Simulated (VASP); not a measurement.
# InAs (I-4m2) in VASP: a series of runs

InAs is run at these levels: PBEsol; tasks: single point.

All numbers are computed with VASP 6.6.1; they aren't measurements. Logs are shortened: lines on timing, memory, paths and dates and some standing lists are left out, and cuts for length are marked.

## Step 1: The cell of the first run

It takes space group I-4m2 (No. 119, tetragonal). The conventional cell has a = 4.175 Å, b = 4.175 Å, c = 5.996 Å, α = 90.00°, β = 90.00°, γ = 90.00°. Within 3.4 Å of In (site symmetry -4m2) lie 4 As at 2.57 Å. Within 3.4 Å of As (site symmetry -4m2) lie 4 In at 2.57 Å.

## Step 2: Single point, PBEsol (strain -0.030 along x and y, -0.015 along z)

Input file INCAR:

```
ALGO     = Normal         # electronic algorithm
EDIFF    = 1E-6           # SCF threshold, eV
ENCUT    = 520            # plane-wave cutoff, eV
GGA      = PS             # functional
ISIF     = 2              # what is computed and relaxed
ISMEAR   = 0              # smearing method
LASPH    = True           # aspherical terms in the spheres
LCHARG   = False          # write CHGCAR
LREAL    = False          # projectors in reciprocal space
LWAVE    = False          # write WAVECAR
NBANDS   = 16             # bands
NELM     = 100            # most SCF steps
PREC     = Accurate       # precision mode
SIGMA    = 0.15           # smearing width, eV
```

Input file KPOINTS:

```
k-points
0
Gamma
  18 18 18
```

Input file POSCAR:

```
InAs
1.0
    0.0000000000      2.9524209728      2.9980769672
    2.9524209728      0.0000000000      2.9980769672
    2.9524209728      2.9524209728      0.0000000000
In As
1 1
Direct
    0.0000000000      0.0000000000      0.0000000000
    0.7500000000      0.7500000000      0.7500000000
```

Potentials or basis: VASP PAW PBE potentials, release 64 (In_d, As).

Launch:

```
cat potpaw_PBE.64/In_d/POTCAR potpaw_PBE.64/As/POTCAR > POTCAR
mpirun -np 1 vasp_std > vasp.out
```

OUTCAR:

```text
EDIFF = 1E-6
   ENCUT = 520
   GGA = PS
   ISIF = 2
   ISMEAR = 0
   LASPH = True
   LREAL = False
   NELM = 100
   PREC = Accurate

 ion  position               nearest neighbor table
   1  0.000  0.000  0.000-   2 2.57   2 2.57   2 2.57   2 2.57
   2  0.750  0.750  0.750-   1 2.57   1 2.57   1 2.57   1 2.57

  LATTYP: Found a body centered tetragonal cell.
 ALAT       =     4.1753537816
 C/A-ratio  =     1.4360828443

  Lattice vectors:

 A1 = (  -2.9524209728,   0.0000000000,   2.9980769672)
 A2 = (   2.9524209728,   0.0000000000,   2.9980769672)
 A3 = (   0.0000000000,   2.9524209728,  -2.9980769672)

Analysis of symmetry for initial positions (statically):
=====================================================================
 Subroutine PRICEL returns:
 Original cell was already a primitive cell.

 Routine SETGRP: Setting up the symmetry group for a
 body centered tetragonal supercell.

 Subroutine GETGRP returns: Found  8 space group operations
 (whereof  8 operations were pure point group operations)
 out of a pool of 16 trial point group operations.

The static configuration has the point symmetry D_2d.

Analysis of symmetry for dynamics (positions and initial velocities):
=====================================================================
 Subroutine PRICEL returns:
 Original cell was already a primitive cell.

 Routine SETGRP: Setting up the symmetry group for a
 body centered tetragonal supercell.

 Subroutine GETGRP returns: Found  8 space group operations
 (whereof  8 operations were pure point group operations)
 out of a pool of 16 trial point group operations.

The dynamic configuration has the point symmetry D_2d.

 Subroutine INISYM returns: Found  8 space group operations
 (whereof  8 operations are pure point group operations),
 and found     1 'primitive' translations

----------------------------------------------------------------------------------------

                                     Primitive cell

  volume of cell :      52.2672

  direct lattice vectors                    reciprocal lattice vectors
     0.000000000  2.952420973  2.998076967    -0.169352543  0.169352543  0.166773570
     2.952420973  0.000000000  2.998076967     0.169352543 -0.169352543  0.166773570
     2.952420973  2.952420973  0.000000000     0.169352543  0.169352543 -0.166773570

  length of vectors
     4.207761293  4.207761293  4.175353782     0.291845835  0.291845835  0.291845835

  position of ions in fractional coordinates (direct lattice)
[... 79 lines left out ...]
   EDIFF  = 0.1E-05   stopping-criterion for ELM
   LREAL  =      F    real-space projection
   EDIFFG = 0.1E-04   stopping-criterion for IOM
   NSW    =      0    number of steps for IOM
   IBRION =     -1    ionic relax: 0-MD 1-quasi-New 2-CG
   NFREE  =      0    steps in history (QN), initial steepest desc. (CG)
   ISIF   =      2    stress and relaxation
   ISYM   =      2    0-nonsym 1-usesym 2-fastsym
   POTIM  = 0.5000    time-step for ionic-motion
   TEBEG  =    0.0;   TEEND  =   0.0 temperature during run
   PSTRESS=    0.0 pullay stress
   NELECT =      18.0000    total number of electrons
   NUPDOWN=      -1.0000    fix difference up-down
   EMIN   =  10.00;   EMAX   =-10.00  energy-range for DOS
   EFERMI =   0.00;   METHOD = LEGACY
   ISMEAR =     0;   SIGMA  =   0.15  broadening in eV -4-tet -1-fermi 0-gaus
   EFERMI_NEDOS =   21; number of points for ismear=-14 and -15
   IALGO  =     38    algorithm
   IMIX   =      4    mixing-type and parameters
     AMIX     =   0.40;   BMIX     =  1.00
     AMIX_MAG =   1.60;   BMIX_MAG =  1.00
  volume/ion in A,a.u.               =      26.13       176.36
  Fermi-wavevector in a.u.,A,eV,Ry     =   1.147508  2.168477 17.915820  1.316776
  Thomas-Fermi vector in A             =   2.284188
   LORBIT       =      0    0 simple, 1 ext, 2 COOP (PROOUT), +10 PAW based schemes
   GGA     = PS    functional components
   LHFCALC =     F    Hartree Fock is set to
   AEXX    =    0.0000 exact exchange contribution
   IVDW    =     0    specifies the selected vdW correction
   LEPSILON=     F    determine dielectric tensor
   LRPA    =     F    only Hartree local field effects (RPA)
 non-spin polarized calculation
 Gauss-broadening in eV      SIGMA  =   0.15
  energy-cutoff  :      520.00
  volume of cell :       52.27
 maximum number of plane-waves:      1423
   NGX = 15   NGY = 15   NGZ = 15

 number of electron      18.0000006 magnetization

 Free energy of the ion-electron system (eV)
  ---------------------------------------------------
  ext. energy  EPLUGINS =         0.00000000
  ---------------------------------------------------
  free energy    TOTEN  =        -8.42623940 eV

  energy without entropy =       -8.42615604  energy(sigma->0) =       -8.42619772

 E-fermi :   5.1298     XC(G=0):  -9.5313

 val. band max:        4.9864230374   @ k =   0.0000   0.0000   0.0000
 cond. band min:       5.6410962748   @ k =   0.0556   0.0000   0.0000
 fundamental gap:      0.6546732374
 Fermi energy:         5.1297916212

 k-point     1 :       0.0000    0.0000    0.0000
  band No.  band energies     occupation
      1      -9.5074      2.00000
      2      -9.5017      2.00000
      3      -9.5017      2.00000
      4      -9.3506      2.00000
      5      -9.3498      2.00000
      6      -7.3115      2.00000
[... 433 lines left out ...]
      3      -9.4805      2.00000
      4      -9.3535      2.00000
      5      -9.3454      2.00000
      6      -6.6484      2.00000
[... 8 lines left out ...]
     15      13.3797      0.00000
     16      14.0852      0.00000

 [... further k-points ...]

------------------------ aborting loop because EDIFF is reached ----------------------------------------

  FORCE on cell =-STRESS in cart. coord.  units (eV):
  Direction    XX          YY          ZZ          XY          YZ          ZX
  --------------------------------------------------------------------------------------
  -------------------------------------------------------------------------------------
  Total        1.7375929      1.7375929      1.5716863      0.0000000     -0.0000000      0.0000000
  in kB       53.2634471     53.2634471     48.1778178      0.0000000     -0.0000000      0.0000000
  external PRESSURE =      51.5682374 kB  Pullay stress =       0.0000000 kB

 VOLUME and BASIS-vectors are now :
 -----------------------------------------------------------------------------
  energy-cutoff  :      520.00
  volume of cell :       52.27
      direct lattice vectors                 reciprocal lattice vectors
     0.000000000  2.952420973  2.998076967    -0.169352543  0.169352543  0.166773570
     2.952420973  0.000000000  2.998076967     0.169352543 -0.169352543  0.166773570
     2.952420973  2.952420973  0.000000000     0.169352543  0.169352543 -0.166773570

 POSITION                                       TOTAL-FORCE (eV/Angst)
 -----------------------------------------------------------------------------------
      0.00000      0.00000      0.00000         0.000000      0.000000      0.000000
      4.42863      4.42863      4.49712        -0.000000     -0.000000      0.000000
 -----------------------------------------------------------------------------------
    total drift:                                0.000000      0.000000      0.000000

  FREE ENERGIE OF THE ION-ELECTRON SYSTEM (eV)
  ---------------------------------------------------
  free  energy   TOTEN  =        -8.4262393991 eV

  energy  without entropy=       -8.4261560418  energy(sigma->0) =       -8.42619772
```

stdout:

```text
POSCAR found type information on POSCAR InAs
 POSCAR found :  2 types and       2 ions
 scaLAPACK will be used
 -----------------------------------------------------------------------------
|                                                                             |
|                                                                             |
|     You enforced a specific xc type in the INCAR file but a different       |
|     I HOPE YOU KNOW WHAT YOU ARE DOING!                                     |
|                                                                             |
 -----------------------------------------------------------------------------

 LDA part: xc-table for (Slater+PW92), standard interpolation
 POSCAR, INCAR and KPOINTS ok, starting setup
 FFT: planning ... GRIDC
 FFT: planning ... GRID_SOFT
 FFT: planning ... GRID
 WAVECAR not read
 entering main loop
```

It took 8.4 min on 1 thread of Intel Xeon 8259CL, shared host; peak memory 0.52 GiB.

What came out:

| Quantity | Value |
| --- | --- |
| Free energy | -8.4262 eV |
| Pressure | 5.2 GPa |
| Band gap on the k mesh | zero (filled and empty bands touch) |

Levels at points of the mesh, in eV from the Fermi level:
```
           k point  band 6  band 7  band 8  band 9  band 10  band 11  band 12  band 13
(0.00, 0.00, 0.00)  -12.44   -0.22   -0.17   -0.14    -0.14     3.70     3.70     3.72
(0.50, 0.00, 0.00)  -10.77   -6.29   -1.31   -1.20     0.82     4.43     4.53     6.59
(0.50, 0.50, 0.00)  -10.20   -6.37   -2.65   -2.65     1.23     1.90     9.18     9.44
(0.50, 0.00, 0.50)  -10.14   -6.27   -2.75   -2.74     1.14     1.76     9.32     9.36
```

Caveat: the cell differs from its parent crystal (strain -0.030 along x and y, -0.015 along z); the cell stands under pressure; semilocal functionals underestimate gaps, and a narrow one can read as zero; the PAW data sets were made with another functional, which shifts forces and pressure a little; spin-orbit coupling is left out, which moves the levels of the heavy elements.

## Step 3: Single point, PBEsol (strain -0.030 along x and y, +0.000 along z)

Input file INCAR:

```
ALGO = Normal
EDIFF = 1E-6
ENCUT = 520
GGA = PS
ISIF = 2
ISMEAR = 0
LASPH = True
LCHARG = False
LREAL = False
LWAVE = False
NBANDS = 16
NELM = 80
PREC = Accurate
SIGMA = 0.15
```

KPOINTS is that of step 2.

Input file POSCAR:

```
InAs
1.0
    0.0000000000      2.9524209728      3.0437329616
    2.9524209728      0.0000000000      3.0437329616
    2.9524209728      2.9524209728      0.0000000000
In As
1 1
Direct
    0.0000000000      0.0000000000      0.0000000000
    0.7500000000      0.7500000000      0.7500000000
```

Potentials or basis: VASP PAW PBE potentials, release 64 (In_d, As).

Launch:

```
cat potpaw_PBE.64/In_d/POTCAR potpaw_PBE.64/As/POTCAR > POTCAR
mpirun -np 1 vasp_std > vasp.out
```

OUTCAR:

```text
EDIFF = 1E-6
   ENCUT = 520
   GGA = PS
   ISIF = 2
   ISMEAR = 0
   LASPH = True
   LREAL = False
   NELM = 80
   PREC = Accurate

 ion  position               nearest neighbor table
   1  0.000  0.000  0.000-   2 2.58   2 2.58   2 2.58   2 2.58
   2  0.750  0.750  0.750-   1 2.58   1 2.58   1 2.58   1 2.58

  LATTYP: Found a body centered tetragonal cell.
 ALAT       =     4.1753537816
 C/A-ratio  =     1.4579521261

  Lattice vectors:

 A1 = (  -2.9524209728,   0.0000000000,   3.0437329616)
 A2 = (   2.9524209728,   0.0000000000,   3.0437329616)
 A3 = (   0.0000000000,   2.9524209728,  -3.0437329616)

Analysis of symmetry for initial positions (statically):
=====================================================================
 Subroutine PRICEL returns:
 Original cell was already a primitive cell.

 Routine SETGRP: Setting up the symmetry group for a
 body centered tetragonal supercell.

 Subroutine GETGRP returns: Found  8 space group operations
 (whereof  8 operations were pure point group operations)
 out of a pool of 16 trial point group operations.

The static configuration has the point symmetry D_2d.

Analysis of symmetry for dynamics (positions and initial velocities):
=====================================================================
 Subroutine PRICEL returns:
 Original cell was already a primitive cell.

 Routine SETGRP: Setting up the symmetry group for a
 body centered tetragonal supercell.

 Subroutine GETGRP returns: Found  8 space group operations
 (whereof  8 operations were pure point group operations)
 out of a pool of 16 trial point group operations.

The dynamic configuration has the point symmetry D_2d.

 Subroutine INISYM returns: Found  8 space group operations
 (whereof  8 operations are pure point group operations),
 and found     1 'primitive' translations

----------------------------------------------------------------------------------------

[... 111 lines left out ...]
     AMIX     =   0.40;   BMIX     =  1.00
     AMIX_MAG =   1.60;   BMIX_MAG =  1.00
  volume/ion in A,a.u.               =      26.53       179.04
  Fermi-wavevector in a.u.,A,eV,Ry     =   1.141742  2.157579 17.736211  1.303575
  Thomas-Fermi vector in A             =   2.278441
   LORBIT       =      0    0 simple, 1 ext, 2 COOP (PROOUT), +10 PAW based schemes
   GGA     = PS    functional components
   LHFCALC =     F    Hartree Fock is set to
   AEXX    =    0.0000 exact exchange contribution
   IVDW    =     0    specifies the selected vdW correction
   LEPSILON=     F    determine dielectric tensor
   LRPA    =     F    only Hartree local field effects (RPA)
 non-spin polarized calculation
 Gauss-broadening in eV      SIGMA  =   0.15
  energy-cutoff  :      520.00
  volume of cell :       53.06
 maximum number of plane-waves:      1445
   NGX = 15   NGY = 15   NGZ = 15

 number of electron      18.0000002 magnetization

 Free energy of the ion-electron system (eV)
  ---------------------------------------------------
  ext. energy  EPLUGINS =         0.00000000
  ---------------------------------------------------
  free energy    TOTEN  =        -8.44657274 eV

  energy without entropy =       -8.44649254  energy(sigma->0) =       -8.44653264

 E-fermi :   4.9846     XC(G=0):  -9.4652

 val. band max:        4.8500539955   @ k =   0.0000   0.0000   0.0000
 cond. band min:       5.4320478829   @ k =   0.0556  -0.0000   0.0000
 fundamental gap:      0.5819938874
 Fermi energy:         4.9845680518

 k-point     1 :       0.0000    0.0000    0.0000
  band No.  band energies     occupation
      1      -9.6359      2.00000
      2      -9.6246      2.00000
      3      -9.6246      2.00000
      4      -9.4836      2.00000
      5      -9.4819      2.00000
      6      -7.3663      2.00000
[... 433 lines left out ...]
      3      -9.6046      2.00000
      4      -9.4871      2.00000
      5      -9.4768      2.00000
      6      -6.7191      2.00000
[... 8 lines left out ...]
     15      13.1909      0.00000
     16      13.8593      0.00000

 [... further k-points ...]

------------------------ aborting loop because EDIFF is reached ----------------------------------------

  FORCE on cell =-STRESS in cart. coord.  units (eV):
  Direction    XX          YY          ZZ          XY          YZ          ZX
  --------------------------------------------------------------------------------------
  -------------------------------------------------------------------------------------
  Total        1.4377937      1.4377937      1.0842370      0.0000000     -0.0000000      0.0000000
  in kB       43.4124241     43.4124241     32.7372121      0.0000000     -0.0000000      0.0000000
  external PRESSURE =      39.8540201 kB  Pullay stress =       0.0000000 kB

 VOLUME and BASIS-vectors are now :
 -----------------------------------------------------------------------------
  energy-cutoff  :      520.00
  volume of cell :       53.06
      direct lattice vectors                 reciprocal lattice vectors
     0.000000000  2.952420973  3.043732962    -0.169352543  0.169352543  0.164271967
     2.952420973  0.000000000  3.043732962     0.169352543 -0.169352543  0.164271967
     2.952420973  2.952420973  0.000000000     0.169352543  0.169352543 -0.164271967

 POSITION                                       TOTAL-FORCE (eV/Angst)
 -----------------------------------------------------------------------------------
      0.00000      0.00000      0.00000        -0.000000      0.000000      0.000000
      4.42863      4.42863      4.56560         0.000000     -0.000000     -0.000000
 -----------------------------------------------------------------------------------
    total drift:                               -0.000000     -0.000000      0.000001

  FREE ENERGIE OF THE ION-ELECTRON SYSTEM (eV)
  ---------------------------------------------------
  free  energy   TOTEN  =        -8.4465727427 eV

  energy  without entropy=       -8.4464925437  energy(sigma->0) =       -8.44653264
```

stdout:

```text
POSCAR found type information on POSCAR InAs
 POSCAR found :  2 types and       2 ions
 scaLAPACK will be used
 -----------------------------------------------------------------------------
|                                                                             |
|                                                                             |
|     You enforced a specific xc type in the INCAR file but a different       |
|     I HOPE YOU KNOW WHAT YOU ARE DOING!                                     |
|                                                                             |
 -----------------------------------------------------------------------------

 LDA part: xc-table for (Slater+PW92), standard interpolation
 POSCAR, INCAR and KPOINTS ok, starting setup
 FFT: planning ... GRIDC
 FFT: planning ... GRID_SOFT
 FFT: planning ... GRID
 WAVECAR not read
 entering main loop
```

It took 7.5 min on 1 thread of Intel Xeon 8259CL, shared host; peak memory 0.52 GiB.

What came out:

| Quantity | Value |
| --- | --- |
| Free energy | -8.4466 eV |
| Pressure | 4.0 GPa |
| Band gap on the k mesh | zero (filled and empty bands touch) |

Levels at points of the mesh, in eV from the Fermi level:
| k point | band 7 | band 8 | band 9 | band 10 | band 11 | band 12 |
| --- | --- | --- | --- | --- | --- | --- |
| (0.00, 0.00, 0.00) | -0.30 | -0.27 | -0.13 | -0.13 | 3.67 | 3.67 |
| (0.50, 0.00, 0.00) | -6.22 | -1.35 | -1.14 | 0.76 | 4.37 | 4.56 |
| (0.50, 0.50, 0.00) | -6.37 | -2.55 | -2.55 | 1.29 | 1.98 | 8.97 |
| (0.50, 0.00, 0.50) | -6.19 | -2.74 | -2.72 | 1.13 | 1.70 | 9.13 |

Caveat: the cell differs from its parent crystal (strain -0.030 along x and y, +0.000 along z); the cell stands under pressure; semilocal functionals underestimate gaps, and a narrow one can read as zero; the PAW data sets were made with another functional, which shifts forces and pressure a little; spin-orbit coupling is left out, which moves the levels of the heavy elements.

The gap in the log of VASP goes by the Fermi energy; the results here count the filled bands.